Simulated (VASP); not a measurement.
Input of a VASP 6.6.1 run:

File INCAR:

```
SYSTEM = CeO2
ALGO = Normal
EDIFF = 1E-6
ENCUT = 600
GGA = PE
GGA_COMPAT = .False.
ISIF = 2
ISMEAR = 0
LASPH = .True.
LCHARG = .True.
LELF = .True.
LMAXMIX = 6
LREAL = .False.
LVHAR = .True.
LWAVE = .False.
NBANDS = 19
NELM = 200
PREC = Accurate
SIGMA = 0.01
```

The input KPOINTS:

```
k-points
0
Gamma
  3 3 3
  0 0 0
```

Contents of POSCAR:

```
CeO2
1.0
    0.0000000000      2.5570381100      2.5570381100
    2.5570381100      0.0000000000      2.5570381100
    2.5570381100      2.5570381100      0.0000000000
Ce O
1 2
Direct
    0.0000000000      0.0000000000      0.0000000000
    0.2500000000      0.2500000000      0.2500000000
    0.7500000000      0.7500000000      0.7500000000
```

Potentials or basis: VASP PAW PBE potentials, release 64 (Ce, O).

The run is started by

```bash
$ cat potpaw_PBE.64/Ce/POTCAR potpaw_PBE.64/O/POTCAR > POTCAR
$ mpirun -np 1 vasp_std > vasp.out
```

Q: What does it give for the band gap on the k mesh?

A: 2.68 eV.

Q: Predict the pressure.

A: 53.2 GPa.

Caveat: the k points lie up to 0.71 Å⁻¹ apart; spin-orbit coupling is left out, which moves the levels of the heavy elements; an odd mesh through Γ misses points on the zone boundary, where band edges can lie. Spin polarisation is off, so any magnetic state and its effect on volume and gap are missing.
